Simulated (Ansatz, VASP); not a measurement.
**One calculation of CoPt2O2, two programs**

The input INCAR:

```
ALGO = Normal
DIPOL = 0.5 0.5 0.500
EDIFF = 1E-7
ENCUT = 520
GGA = PE
IDIPOL = 3
ISIF = 2
ISMEAR = -1
ISPIN = 2
LASPH = True
LCHARG = True
LDIPOL = True
LELF = True
LMAXMIX = 4
LORBIT = 11
LREAL = False
LVACPOTAV = True
LVHAR = True
LWAVE = False
MAGMOM = 0 0 0 0 2
NBANDS = 32
NELM = 150
PREC = Accurate
SIGMA = 0.05
```

Contents of KPOINTS:

```
k-points
0
Gamma
  11 11 1
```

POSCAR

```
CoPt2O2
1.0
    2.8245398345      0.0000000000      0.0000000000
   -1.4122699173      2.4461232507      0.0000000000
    0.0000000000      0.0000000000     20.9393891094
Pt O Co
2 2 1
Direct
    0.6666666667      0.3333333333      0.3581766383
    0.3333333333      0.6666666667      0.6418233617
    0.6666666667      0.3333333333      0.4536895923
    0.3333333333      0.6666666667      0.5463104077
    0.0000000000      0.0000000000      0.5000000000
```

Contents of input.yaml:

```yaml
crystal:
  lattice:
    - [2.8245398345, 0.0, 0.0]
    - [-1.4122699173, 2.4461232507, 0.0]
    - [0.0, 0.0, 20.9393891094]
  atoms:
    - { symbol: Pt, position: [0.6666666667, 0.3333333333, 0.3581766383] }
    - { symbol: O, position: [0.6666666667, 0.3333333333, 0.4536895923] }
    - { symbol: Co, position: [0.0, 0.0, 0.5], spin: 2.0 }
    - { symbol: O, position: [0.3333333333, 0.6666666667, 0.5463104077] }
    - { symbol: Pt, position: [0.3333333333, 0.6666666667, 0.6418233617] }
hamiltonian:
  xc: pbe
  pseudopotentials: { kind: paw }
magnetization:
  spin_polarized: true
kpoints:
  mp_grid: { grid: [11, 11, 1] }
  band_path:
    path:
      - [0.0, 0.0, 0.0]
      - [0.5, 0.0, 0.0]
      - [0.3333333333, 0.3333333333, 0.0]
      - [0.0, 0.0, 0.0]
    npoints: 14
scf:
  occupations: { method: fermi_dirac, width: 0.05 }
  n_extra_bands: 12
output:
  forces: true
  eigenvalues: true
  fatbands: true
efield:
  axis: 3
  dipole_correction: true
  ramp_width: 0.04
```

Alike in both runs: functional PBE; k mesh 11 × 11 × 1; occupations fermi-dirac, width 0.05 eV; collinear spin.

|  | VASP | Ansatz |
| --- | --- | --- |
| version | VASP 6.6.1 | Ansatz 0.2.0 |
| potentials or method | VASP PAW PBE potentials, release 64 (Pt, O, Co) | Ansatz PAW |
| plane-wave cutoff (eV) | 520 | 420 |
| valence electrons in the cell | 41 | 65 |
| task | single point | band structure |

VASP gave:

* gap on the k mesh at the Fermi level (eV): none
* rms of the force components (eV/Å): 0.354
* net moment per atom (μB): 0.25
* size of the moment on the site where the two differ most (μB): 0.31
* work function, face that differs most (eV): 5.19

Question: What did Ansatz give for the same quantities?

Answer: gap on the k mesh at the Fermi level (eV): none; rms of the force components (eV/Å): 0.342; net moment per atom (μB): 0.25; size of the moment on the site where the two differ most (μB): 0.22; work function, face that differs most (eV): 5.19.

Site moments also hang on the region over which each program counts them. A gap of «none» marks a metal or a gap that the smearing closes. VASP's potentials hold 41 valence electrons a cell and Ansatz's 65, so a difference there can come from the potentials and not from the codes.

Neither program's run includes spin-orbit coupling.
